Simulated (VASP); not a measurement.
# Ta3N (C2/m) in VASP: single point with PBE

Aim: the single point of Ta3N with PBE.

All numbers are computed with VASP 6.6.1; they aren't measurements. Logs are shortened: lines on timing, memory, paths and dates and some standing lists are left out, and cuts for length are marked.

## 1. The cell of the first run

It takes space group C2/m (No. 12, monoclinic). Conventional cell: a = 5.025 Å, b = 3.143 Å, c = 7.558 Å, α = 90.00°, β = 90.00°, γ = 90.00°. Within 3.9 Å of Ta (site symmetry 2/m) lie 12 Ta at 2.96 to 3.14 Å and 2 N at 3.78 Å. Ta (site symmetry m) has 3 N at 2.13 to 2.21 Å within 2.8 Å. N (site symmetry 2/m) has 6 Ta at 2.13 to 2.21 Å within 2.8 Å.

## 2. Single point, PBE (strain +0.0400 x Voigt [1, -1, 0, 0, 0, 0])

File INCAR:

```
SYSTEM = Ta3N
ALGO = Normal
EDIFF = 1E-7
ENCUT = 520
GGA = PE
ISIF = 2
ISMEAR = 0
LASPH = .TRUE.
LCHARG = .FALSE.
LREAL = .FALSE.
LWAVE = .FALSE.
NBANDS = 27
NELM = 100
PREC = Accurate
SIGMA = 0.15
```

File KPOINTS:

```
k-points
0
G
  18 18 6
  0 0 0
```

File POSCAR:

```
Ta3N
1.0
    3.1426458185      0.0000000000      0.0000000000
   -1.5713229093      2.5122564128      0.0000000000
    0.0000000000      0.0000000000      7.5575881873
Ta N
3 1
Direct
    0.0000000000      0.0000000000      0.5000000000
    0.3333333333      0.6666666667      0.1735950547
    0.6666666667      0.3333333333      0.8264049453
    0.0000000000      0.0000000000      0.0000000000
```

Potentials or basis: VASP PAW PBE potentials, release 64 (Ta_pv, N).

Run with:

```console
$ cat potpaw_PBE.64/Ta_pv/POTCAR potpaw_PBE.64/N/POTCAR > POTCAR
$ mpirun -np 1 vasp_std > vasp.out
```

OUTCAR:

```text
SYSTEM = Ta3N
   EDIFF = 1E-7
   ENCUT = 520
   GGA = PE
   ISIF = 2
   ISMEAR = 0
   LASPH = .TRUE.
   LREAL = .FALSE.
   NELM = 100
   PREC = Accurate

 ion  position               nearest neighbor table
   1  0.000  0.000  0.500-   2 2.98   3 2.98   3 3.04   2 3.04   3 3.04   2 3.04
   2  0.333  0.667  0.174-   4 2.13   4 2.21   4 2.21   1 2.98   1 3.04   1 3.04   3 3.11   3 3.17
                             3 3.17
   3  0.667  0.333  0.826-   4 2.13   4 2.21   4 2.21   1 2.98   1 3.04   1 3.04   2 3.11   2 3.17
                             2 3.17
   4  0.000  0.000  0.000-   2 2.13   3 2.13   3 2.21   2 2.21   3 2.21   2 2.21

  Warning from LATTYP: Monoclinic adjustment (A1->A3, A2->A1, A3->A2)!
  LATTYP: Found a base centered orthorhombic cell.
 ALAT       =     3.1426458185
 B/A-ratio  =     1.5988161300
 C/A-ratio  =     2.4048488515

  Lattice vectors:

 A1 = (   1.5713229093,  -2.5122564128,   0.0000000000)
 A2 = (   1.5713229092,   2.5122564128,   0.0000000000)
 A3 = (   0.0000000000,   0.0000000000,   7.5575881873)

Analysis of symmetry for initial positions (statically):
=====================================================================
 Subroutine PRICEL returns:
 Original cell was already a primitive cell.

 Routine SETGRP: Setting up the symmetry group for a
 base centered orthorhombic supercell.

 Subroutine GETGRP returns: Found  4 space group operations
 (whereof  4 operations were pure point group operations)
 out of a pool of  8 trial point group operations.

The static configuration has the point symmetry C_2h.

Analysis of symmetry for dynamics (positions and initial velocities):
=====================================================================
 Subroutine PRICEL returns:
 Original cell was already a primitive cell.

 Routine SETGRP: Setting up the symmetry group for a
 base centered orthorhombic supercell.

 Subroutine GETGRP returns: Found  4 space group operations
 (whereof  4 operations were pure point group operations)
 out of a pool of  8 trial point group operations.

The dynamic configuration has the point symmetry C_2h.

 Subroutine INISYM returns: Found  4 space group operations
 (whereof  4 operations are pure point group operations),
 and found     1 'primitive' translations

----------------------------------------------------------------------------------------

                                     Primitive cell

  volume of cell :      59.6682

  direct lattice vectors                    reciprocal lattice vectors
     3.142645819  0.000000000  0.000000000     0.318203214  0.199024271  0.000000000
    -1.571322909  2.512256413  0.000000000     0.000000000  0.398048541  0.000000000
     0.000000000  0.000000000  7.557588187     0.000000000  0.000000000  0.132317345

  length of vectors
     3.142645819  2.963188818  7.557588187     0.375318459  0.398048541  0.132317345

  position of ions in fractional coordinates (direct lattice)
     0.000000000  0.000000000  0.500000000
     0.333333333  0.666666667  0.173595055
     0.666666667  0.333333333  0.826404945
     0.000000000  0.000000000  0.000000000

  ion indices of the primitive-cell ions
   primitive index   ion index
                 1           1
                 2           2
                 3           3
                 4           4

----------------------------------------------------------------------------------------

 KPOINTS: k-points

Automatic generation of k-mesh.
 Grid dimensions read from file:
 generate k-points for:   18   18    6

 Generating k-lattice:

  Cartesian coordinates                     Fractional coordinates (reciprocal lattice)
     0.017677956  0.011056904  0.000000000     0.055555556 -0.000000000  0.000000000
     0.000000000  0.022113808  0.000000000     0.000000000  0.055555556  0.000000000
     0.000000000  0.000000000  0.022052891     0.000000000  0.000000000  0.166666667

  Length of vectors
     0.020851026  0.022113808  0.022052891

  Shift w.r.t. Gamma in fractional coordinates (k-lattice)
     0.000000000  0.000000000  0.000000000

 Subroutine IBZKPT returns following result:
 ===========================================

 Found    524 irreducible k-points:

 Following reciprocal coordinates:
            Coordinates               Weight
  0.000000  0.000000  0.000000      1.000000
  0.055556 -0.000000  0.000000      4.000000
  0.111111 -0.000000  0.000000      4.000000
  0.166667  0.000000  0.000000      4.000000
  0.222222  0.000000  0.000000      4.000000
  0.277778  0.000000  0.000000      4.000000
[... 16 lines left out ...]
 -0.333333  0.055556  0.000000      4.000000
 -0.277778  0.055556  0.000000      4.000000
 [... further k-points ...]
   k-points           NKPTS =    524   k-points in BZ     NKDIM =    524   number of bands    NBANDS=     27
   number of dos      NEDOS =    301   number of ions     NIONS =      4
   total plane-waves  NPLWV =  32256
   dimension x,y,z NGX =    24 NGY =   24 NGZ =   56
   dimension x,y,z NGXF=    48 NGYF=   48 NGZF=  112
   ions per type =               3   1
   NGX,Y,Z   is equivalent  to a cutoff of  12.70, 13.46, 12.32 a.u.
   NGXF,Y,Z  is equivalent  to a cutoff of  25.39, 26.93, 24.64 a.u.
 SYSTEM =  Ta3N
   PREC   = accura    normal or accurate (medium, high low for compatibility)
   ISTART =      0    job   : 0-new  1-cont  2-samecut
   ICHARG =      2    charge: 1-file 2-atom 10-const
   ISPIN  =      1    spin polarized calculation?
   LNONCOLLINEAR =      F non collinear calculations
   LSORBIT =      F    spin-orbit coupling
   LASPH  =      T    aspherical Exc in radial PAW
   ENCUT  =  520.0 eV  38.22 Ry    6.18 a.u.   5.84  5.51 14.05*2*pi/ulx,y,z
   NELM   =    100;   NELMIN=  2; NELMDL= -5     # of ELM steps
   EDIFF  = 0.1E-06   stopping-criterion for ELM
   LREAL  =      F    real-space projection
   EDIFFG = 0.1E-05   stopping-criterion for IOM
   NSW    =      0    number of steps for IOM
   IBRION =     -1    ionic relax: 0-MD 1-quasi-New 2-CG
   NFREE  =      0    steps in history (QN), initial steepest desc. (CG)
   ISIF   =      2    stress and relaxation
   ISYM   =      2    0-nonsym 1-usesym 2-fastsym
   POTIM  = 0.5000    time-step for ionic-motion
   TEBEG  =    0.0;   TEEND  =   0.0 temperature during run
   PSTRESS=    0.0 pullay stress
   NELECT =      38.0000    total number of electrons
   NUPDOWN=      -1.0000    fix difference up-down
   EMIN   =  10.00;   EMAX   =-10.00  energy-range for DOS
   EFERMI =   0.00;   METHOD = LEGACY
   ISMEAR =     0;   SIGMA  =   0.15  broadening in eV -4-tet -1-fermi 0-gaus
   EFERMI_NEDOS =   21; number of points for ismear=-14 and -15
   IALGO  =     38    algorithm
   IMIX   =      4    mixing-type and parameters
     AMIX     =   0.40;   BMIX     =  1.00
     AMIX_MAG =   1.60;   BMIX_MAG =  1.00
  volume/ion in A,a.u.               =      14.92       100.67
  Fermi-wavevector in a.u.,A,eV,Ry     =   1.408494  2.661669 26.992010  1.983857
  Thomas-Fermi vector in A             =   2.530646
   LORBIT       =      0    0 simple, 1 ext, 2 COOP (PROOUT), +10 PAW based schemes
   GGA     = PE    functional components
   LHFCALC =     F    Hartree Fock is set to
   AEXX    =    0.0000 exact exchange contribution
   IVDW    =     0    specifies the selected vdW correction
   LEPSILON=     F    determine dielectric tensor
   LRPA    =     F    only Hartree local field effects (RPA)
 non-spin polarized calculation
 Gauss-broadening in eV      SIGMA  =   0.15
  energy-cutoff  :      520.00
  volume of cell :       59.67
 maximum number of plane-waves:      1634
   NGX = 11   NGY = 11   NGZ = 29

 number of electron      38.0000002 magnetization

 Free energy of the ion-electron system (eV)
  ---------------------------------------------------
  ext. energy  EPLUGINS =         0.00000000
  ---------------------------------------------------
  free energy    TOTEN  =       -45.54387672 eV

  energy without entropy =      -45.50871142  energy(sigma->0) =      -45.52629407

 E-fermi :   6.6347     XC(G=0): -12.7039

 val. band max:        6.6340687482   @ k =   0.4444   0.0556   0.5000
 cond. band min:       6.6359114403   @ k =  -0.3889  -0.1667   0.1667
 fundamental gap:      0.0018426921
 Fermi energy:         6.6347201330

 k-point     1 :       0.0000    0.0000    0.0000
  band No.  band energies     occupation
      1     -28.5173      2.00000
      2     -28.2137      2.00000
      3     -27.9402      2.00000
      4     -27.9105      2.00000
      5     -27.8281      2.00000
      6     -27.8008      2.00000
[... 19 lines left out ...]
     26       9.2669      0.00000
     27      10.1805      0.00000

 k-point     2 :       0.0556   -0.0000    0.0000
  band No.  band energies     occupation
      1     -28.5126      2.00000
      2     -28.2113      2.00000
      3     -27.9557      2.00000
      4     -27.9260      2.00000
      5     -27.8401      2.00000
      6     -27.8109      2.00000
[... 19 lines left out ...]
     26       9.3588      0.00000
     27      10.3423      0.00000

 k-point     3 :       0.1111   -0.0000    0.0000
  band No.  band energies     occupation
      1     -28.4995      2.00000
      2     -28.2069      2.00000
      3     -28.0054      2.00000
      4     -27.9745      2.00000
      5     -27.8698      2.00000
      6     -27.8312      2.00000
[... 19 lines left out ...]
     26       9.4187      0.00000
     27      10.6610      0.00000

 k-point     4 :       0.1667    0.0000    0.0000
  band No.  band energies     occupation
      1     -28.4820      2.00000
      2     -28.2157      2.00000
      3     -28.0769      2.00000
      4     -28.0549      2.00000
      5     -27.9030      2.00000
      6     -27.8516      2.00000
[... 19 lines left out ...]
     26       9.7665      0.00000
     27      10.9311      0.00000
[... 516 lines left out ...]
      4     -28.0867      2.00000
      5     -28.0164      2.00000
      6     -27.9401      2.00000
[... 19 lines left out ...]
     26      11.1515      0.00000
     27      11.3476      0.00000

 k-point    23 :      -0.3333    0.0556    0.0000
  band No.  band energies     occupation
      1     -28.4973      2.00000
      2     -28.4170      2.00000
      3     -28.2579      2.00000
      4     -28.0977      2.00000
      5     -27.9929      2.00000
      6     -27.9220      2.00000
[... 19 lines left out ...]
     26      10.7972      0.00000
     27      11.2513      0.00000

 k-point    24 :      -0.2778    0.0556    0.0000
  band No.  band energies     occupation
      1     -28.4666      2.00000
      2     -28.3159      2.00000
      3     -28.1952      2.00000
      4     -28.1048      2.00000
      5     -27.9613      2.00000
      6     -27.8996      2.00000
[... 19 lines left out ...]
     26      10.4242      0.00000
     27      11.1747      0.00000

 [... further k-points ...]
[... 5 lines left out ...]
  --------------------------------------------------------------------------------------
  -------------------------------------------------------------------------------------
  Total       -1.5686051      2.7172344      0.2343291     -0.0000000     -0.2723908      0.0000000
  in kB      -42.1193433     72.9617196      6.2920794     -0.0000000     -7.3140910      0.0000000
  external PRESSURE =      12.3781519 kB  Pullay stress =       0.0000000 kB

 VOLUME and BASIS-vectors are now :
 -----------------------------------------------------------------------------
  energy-cutoff  :      520.00
  volume of cell :       59.67
      direct lattice vectors                 reciprocal lattice vectors
     3.142645819  0.000000000  0.000000000     0.318203214  0.199024271  0.000000000
    -1.571322909  2.512256413  0.000000000     0.000000000  0.398048541  0.000000000
     0.000000000  0.000000000  7.557588187     0.000000000  0.000000000  0.132317345

 POSITION                                       TOTAL-FORCE (eV/Angst)
 -----------------------------------------------------------------------------------
      0.00000      0.00000      3.77879        -0.000000     -0.000000      0.000000
     -0.00000      1.67484      1.31196        -0.000000      0.338533      0.202822
      1.57132      0.83742      6.24563         0.000000     -0.338533     -0.202822
      0.00000      0.00000      0.00000         0.000000     -0.000000      0.000000
 -----------------------------------------------------------------------------------
    total drift:                                0.000000     -0.000000     -0.000000

  FREE ENERGIE OF THE ION-ELECTRON SYSTEM (eV)
  ---------------------------------------------------
  free  energy   TOTEN  =       -45.5438767161 eV

  energy  without entropy=      -45.5087114199  energy(sigma->0) =      -45.52629407
```

Run time: 14 min. Hardware: 1 thread of Oxide Virtual Turin-like, shared host; peak memory 0.69 GiB.

Results:

- Free energy: -45.5439 eV
- Pressure: 1.2 GPa
- Largest force: 0.395 eV/Å
- Band gap on the k mesh: zero (band 19 reaches 7.30 eV, above the bottom of band 20 at 6.26 eV)

Forces in eV/Å, atoms in the order of the input:
```
Ta   0.000  0.000  0.000
Ta   0.000  0.339  0.203
Ta   0.000 -0.339 -0.203
N    0.000  0.000  0.000
```

Stress tensor (GPa, compression positive):
```
-4.21  0.00  0.00
 0.00  7.30 -0.73
 0.00 -0.73  0.63
```

Levels at points of the mesh, in eV from the Fermi level:
```tsv
k point	band 15	band 16	band 17	band 18	band 19	band 20	band 21	band 22	band 23	band 24
(0.00, 0.00, 0.00)	-3.57	-1.40	-1.11	-0.41	-0.24	0.31	0.89	1.05	1.40	2.02
(0.50, 0.00, 0.00)	-3.74	-3.10	-1.25	-0.61	0.05	0.73	1.13	3.34	4.06	4.22
(0.00, 0.50, 0.00)	-3.64	-3.00	-0.80	-0.22	0.23	0.33	1.35	3.52	3.75	4.38
(0.00, 0.00, 0.50)	-3.78	-1.26	-1.16	-0.94	-0.04	0.54	0.90	1.14	1.40	1.60
(0.50, 0.00, 0.50)	-3.68	-2.87	-1.39	-1.28	0.12	0.73	1.63	2.68	3.84	4.47
(0.00, 0.50, 0.50)	-3.48	-2.81	-1.11	-1.02	0.38	0.87	1.29	2.03	4.62	4.75
```

Caveat: the cell differs from its parent crystal (strain +0.0400 x Voigt [1, -1, 0, 0, 0, 0]); spin-orbit coupling is left out, which moves the levels of the heavy elements.
